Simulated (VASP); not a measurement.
Input of a VASP 6.6.1 run:

POSCAR

```
Al
1.0
    2.8124600000      0.0000000000      0.0000000000
   -1.4062300000      2.4356600000      0.0000000000
    0.0000000000      0.0000000000      4.8668500000
Al
2
Direct
    0.6666666667      0.3333333333      0.7500000000
    0.3333333333      0.6666666667      0.2500000000
```

The input INCAR.step1:

```
PREC = Accurate
ENCUT = 550
ISMEAR = 1
SIGMA = 0.05
LREAL = F
LASPH = T
NELM = 120
NBANDS = 10
GGA = PE
ALGO = Normal
EDIFF = 1E-5
LWAVE = T
LCHARG = F
GGA_COMPAT = F
```

File INCAR.step2:

```
PREC = Accurate
ENCUT = 550
EDIFF = 1E-6
ISMEAR = 1
SIGMA = 0.05
LREAL = F
LASPH = T
NELM = 120
ALGO = Normal
ISIF = 2
LWAVE = F
LCHARG = F
METAGGA = R2SCAN
LMIXTAU = T
NBANDS = 10
ISTART = 1
GGA_COMPAT = F
```

KPOINTS

```
Automatic mesh
0
Gamma
  12 12 6
```

Potentials or basis: VASP PAW PBE potentials, release 64 (Al).

Run with:

```console
$ cat potpaw_PBE.64/Al/POTCAR > POTCAR
$ cp INCAR.step1 INCAR
$ mpirun -np 1 vasp_std > vasp.out
$ cp INCAR.step2 INCAR
$ mpirun -np 1 vasp_std > vasp.out
```

**Question.** What does it give for the band gap on the k mesh?

**Answer.** Zero (bands 3 and 4 overlap by 7.10 eV).

**Question.** What does it give for the pressure?

**Answer.** -3.5 GPa.

Stress tensor (GPa, compression positive):
```
-2.02  0.00  0.00
 0.00 -2.02  0.00
 0.00  0.00 -6.42
```

Caveat: the cell stands under tension; the PAW data sets were made with another functional, which shifts forces and pressure a little.
